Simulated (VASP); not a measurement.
# Ni (P6_3/mmc) in VASP: single point with PBEsol

Aim: the single point of Ni with PBEsol.

All numbers are computed with VASP 6.6.1; they aren't measurements. Logs are shortened: lines on timing, memory, paths and dates and some standing lists are left out, and cuts for length are marked.

### 1 The cell of the first run

The structure is hexagonal, space group P6_3/mmc (No. 194). The conventional cell has a = 2.446 Å, b = 2.446 Å, c = 4.019 Å, α = 90.00°, β = 90.00°, γ = 120.00°. Ni (site symmetry -6m2) has 12 Ni at 2.45 to 2.46 Å within 3.2 Å.

This isn't the form of Ni at room conditions, which is fcc.

### 2 Single point, PBEsol, collinear spin, ferromagnetic start

Contents of INCAR:

```
SYSTEM = Ni
PREC = Accurate
ENCUT = 520
EDIFF = 1E-7
ISMEAR = -1
SIGMA = 0.05
LREAL = .False.
LASPH = .True.
NELM = 150
ALGO = Normal
ISIF = 2
LWAVE = .False.
LCHARG = .False.
ISPIN = 2
MAGMOM = 1 1 1 1
LORBIT = 11
LMAXMIX = 4
GGA = PS
NBANDS = 32
KPAR = 4
```

Contents of KPOINTS:

```
regular mesh
0
Gamma
  10 10 17
  0 0 0
```

Contents of POSCAR:

```
Ni
1.0
    0.0000000000      4.2368467844      0.0000000000
    0.0000000000      0.0000000000      4.0185732436
    2.4461446315      0.0000000000      0.0000000000
Ni
4
Direct
    0.3333333330      0.2500000000      0.0000000000
    0.8333333330      0.2500000000      0.5000000000
    0.1666666670      0.7500000000      0.5000000000
    0.6666666670      0.7500000000      0.0000000000
```

Potentials or basis: VASP PAW PBE potentials, release 64 (Ni).

The run is started by

```bash
$ cat potpaw_PBE.64/Ni/POTCAR > POTCAR
$ mpirun -np 4 vasp_std > vasp.out
```

OUTCAR:

```text
SYSTEM = Ni
   PREC = Accurate
   ENCUT = 520
   EDIFF = 1E-7
   ISMEAR = -1
   LREAL = .False.
   LASPH = .True.
   NELM = 150
   ISIF = 2
   ISPIN = 2
   LORBIT = 11
   GGA = PS

 ion  position               nearest neighbor table
   1  0.333  0.250  0.000-   2 2.45   2 2.45   2 2.45   2 2.45   3 2.46   3 2.46   3 2.46   3 2.46
                             4 2.46   4 2.46
   2  0.833  0.250  0.500-   1 2.45   1 2.45   1 2.45   1 2.45   4 2.46   4 2.46   4 2.46   4 2.46
                             3 2.46   3 2.46
   3  0.167  0.750  0.500-   4 2.45   4 2.45   4 2.45   4 2.45   1 2.46   1 2.46   1 2.46   1 2.46
                             2 2.46   2 2.46
   4  0.667  0.750  0.000-   3 2.45   3 2.45   3 2.45   3 2.45   2 2.46   2 2.46   2 2.46   2 2.46
                             1 2.46   1 2.46

  LATTYP: Found a simple orthorhombic cell.
 ALAT       =     2.4461446315
 B/A-ratio  =     1.6428191497
 C/A-ratio  =     1.7320508076

  Lattice vectors:

 A1 = (  -2.4461446315,   0.0000000000,   0.0000000000)
 A2 = (   0.0000000000,   0.0000000000,   4.0185732436)
 A3 = (   0.0000000000,   4.2368467844,   0.0000000000)

Analysis of symmetry for initial positions (statically):
=====================================================================
 Subroutine PRICEL returns following result:

  LATTYP: Found a hexagonal cell.
 ALAT       =     2.4461446315
 C/A-ratio  =     1.6428191497
[... 12 lines left out ...]
 Subroutine GETGRP returns: Found  8 space group operations
 (whereof  4 operations were pure point group operations)
 out of a pool of  8 trial point group operations.

The static configuration has the point symmetry C_2h.
 The point group associated with its full space group is D_2h.

Analysis of symmetry for dynamics (positions and initial velocities):
=====================================================================
 Subroutine PRICEL returns following result:

  LATTYP: Found a hexagonal cell.
 ALAT       =     2.4461446315
 C/A-ratio  =     1.6428191497
[... 12 lines left out ...]
 Subroutine GETGRP returns: Found  8 space group operations
 (whereof  4 operations were pure point group operations)
 out of a pool of  8 trial point group operations.

The dynamic configuration has the point symmetry C_2h.
 The point group associated with its full space group is D_2h.

Analysis of structural, dynamic, and magnetic symmetry:
=====================================================================
 Subroutine PRICEL returns following result:

  LATTYP: Found a hexagonal cell.
 ALAT       =     2.4461446315
 C/A-ratio  =     1.6428191497
[... 12 lines left out ...]
 Subroutine GETGRP returns: Found  8 space group operations
 (whereof  4 operations were pure point group operations)
[... 127 lines left out ...]
   LORBIT       =     11    0 simple, 1 ext, 2 COOP (PROOUT), +10 PAW based schemes
   GGA     = PS    functional components
   LHFCALC =     F    Hartree Fock is set to
   AEXX    =    0.0000 exact exchange contribution
   IVDW    =     0    specifies the selected vdW correction
   LEPSILON=     F    determine dielectric tensor
   LRPA    =     F    only Hartree local field effects (RPA)
 spin polarized calculation
  energy-cutoff  :      520.00
  volume of cell :       41.65
 maximum number of plane-waves:      1148
 NGX is ok and might be reduce to    32
   NGX = 15   NGY = 15   NGZ =  9

 number of electron      40.0000018 magnetization       2.5030490

 Free energy of the ion-electron system (eV)
  ---------------------------------------------------
  ext. energy  EPLUGINS =         0.00000000
  ---------------------------------------------------
  free energy    TOTEN  =       -24.46991927 eV

  energy without entropy =      -24.40158323  energy(sigma->0) =      -24.43575125

 E-fermi :   9.8467     XC(G=0): -13.6970

 val. band max:        9.8452318362   @ k =   0.2000   0.0000   0.3529
 cond. band min:       9.8467839185   @ k =   0.4000   0.0000   0.1176
 fundamental gap:      0.0015520823
 Fermi energy:         9.8466644018

 spin component 1

 k-point     1 :       0.0000    0.0000    0.0000
  band No.  band energies     occupation
      1       0.4500      1.00000
      2       4.7332      1.00000
      3       5.1227      1.00000
      4       5.2381      1.00000
      5       5.5498      1.00000
      6       7.2854      1.00000
[... 829 lines left out ...]
     31      29.4126      0.00000
     32      29.4126      0.00000

 [... further k-points ...]

 spin component 2

 k-point     1 :       0.0000    0.0000    0.0000
  band No.  band energies     occupation
      1       0.4456      1.00000
      2       5.1247      1.00000
      3       5.4788      1.00000
      4       5.7340      1.00000
      5       6.0232      1.00000
      6       7.5922      1.00000
[... 829 lines left out ...]
     31      29.5055      0.00000
     32      29.5055      0.00000

 [... further k-points ...]
[... 5 lines left out ...]
  --------------------------------------------------------------------------------------
  -------------------------------------------------------------------------------------
  Total        0.0618798      0.0109786     -0.0440946      0.0000000      0.0000000      0.0000000
  in kB        2.3804714      0.4223382     -1.6962879      0.0000000      0.0000000      0.0000000
  external PRESSURE =       0.3688406 kB  Pullay stress =       0.0000000 kB

 VOLUME and BASIS-vectors are now :
 -----------------------------------------------------------------------------
  energy-cutoff  :      520.00
  volume of cell :       41.65
      direct lattice vectors                 reciprocal lattice vectors
     0.000000000  4.236846784  0.000000000     0.000000000  0.236024584  0.000000000
     0.000000000  0.000000000  4.018573244     0.000000000  0.000000000  0.248844537
     2.446144632  0.000000000  0.000000000     0.408806571  0.000000000  0.000000000

 POSITION                                       TOTAL-FORCE (eV/Angst)
 -----------------------------------------------------------------------------------
      0.00000      1.41228      1.00464        -0.000000      0.000098     -0.000000
      1.22307      3.53071      1.00464        -0.000000      0.000098     -0.000000
      1.22307      0.70614      3.01393         0.000000     -0.000098      0.000000
      0.00000      2.82456      3.01393        -0.000000     -0.000098      0.000000
 -----------------------------------------------------------------------------------
    total drift:                               -0.000000      0.000000      0.000000

  FREE ENERGIE OF THE ION-ELECTRON SYSTEM (eV)
  ---------------------------------------------------
  free  energy   TOTEN  =       -24.4699192737 eV

  energy  without entropy=      -24.4015832333  energy(sigma->0) =      -24.43575125

 total charge

# of ion       s       p       d       tot
------------------------------------------
    1        0.519   0.543   8.334   9.396
    2        0.519   0.543   8.334   9.396
    3        0.519   0.543   8.334   9.396
    4        0.519   0.543   8.334   9.396
--------------------------------------------------
tot          2.075   2.172  33.338  37.585

 magnetization (x)

# of ion       s       p       d       tot
------------------------------------------
    1       -0.005  -0.024   0.660   0.631
    2       -0.005  -0.024   0.660   0.631
    3       -0.005  -0.024   0.660   0.631
    4       -0.005  -0.024   0.660   0.631
--------------------------------------------------
tot         -0.019  -0.095   2.638   2.525
```

Run time: 4.4 min. Hardware: 4 MPI ranks of Oxide Virtual Turin-like, shared host; peak memory 0.57 GiB.

What came out:

```yaml
Free_energy: -24.4699 eV
Pressure: 0.0 GPa
Net_moment: 2.50 μB per cell
Site_moments: Ni +0.63 μB
Valence_electrons_inside_the_program's_atomic_spheres: Ni 9.40
```

Caveat: the PAW data sets were made with another functional, which shifts forces and pressure a little.
